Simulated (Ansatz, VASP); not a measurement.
**CdF2 in VASP and in Ansatz**

Contents of INCAR:

```
SYSTEM = CdF2
PREC = Accurate
ENCUT = 520
EDIFF = 1E-7
ISMEAR = 0
SIGMA = 0.05
LREAL = .False.
LASPH = .True.
NELM = 60
ALGO = Normal
ISIF = 2
LWAVE = .False.
LCHARG = .False.
GGA = PS
NBANDS = 20
```

KPOINTS

```
Automatic mesh
0
Gamma
  8 8 8
  0 0 0
```

Contents of POSCAR:

```
CdF2
1.0
    0.0000000000      2.6556542378      2.6556542378
    2.6556542378      0.0000000000      2.6556542378
    2.6556542378      2.6556542378      0.0000000000
Cd F
1 2
Direct
    0.0000000000      0.0000000000      0.0000000000
    0.2500000000      0.2500000000      0.2500000000
    0.7500000000      0.7500000000      0.7500000000
```

Input for Ansatz:

```yaml
crystal:
  lattice:
    - [0.0, 2.6556542378, 2.6556542378]
    - [2.6556542378, 0.0, 2.6556542378]
    - [2.6556542378, 2.6556542378, 0.0]
  atoms:
    - { symbol: Cd, position: [0.0, 0.0, 0.0] }
    - { symbol: F, position: [0.25, 0.25, 0.25] }
    - { symbol: F, position: [0.75, 0.75, 0.75] }
basis:
  ecutwfc: 520.0
kpoints:
  mp_grid: { grid: [8, 8, 8] }
hamiltonian:
  xc: pbesol
scf:
  occupations: { method: gaussian, width: 0.05 }
output:
  forces: true
  stress: true
  eigenvalues: true
```

Alike in both runs: task single point; functional PBEsol; k mesh 8 × 8 × 8; occupations gaussian, width 0.05 eV; no spin polarisation.

|  | VASP | Ansatz |
| --- | --- | --- |
| version | VASP 6.6.1 | Ansatz 0.2.0 |
| potentials or method | VASP PAW PBE potentials, release 64 (Cd, F), cutoff 520 eV | scalar-relativistic, plane waves, PAW |
| valence electrons in the cell | 26 | 34 |

```tsv
	VASP	Ansatz	Ansatz less VASP
gap on the k mesh at the Fermi level (eV)	3.05	3.08	+0.035
least direct gap on the mesh (eV)	3.48	3.52	+0.035
pressure (GPa)	5.9	4.9	-1.02
```

VASP's potentials were made for PBE, not for PBEsol. VASP's potentials hold 26 valence electrons a cell and Ansatz's 34, so a difference there can come from the potentials and not from the codes.
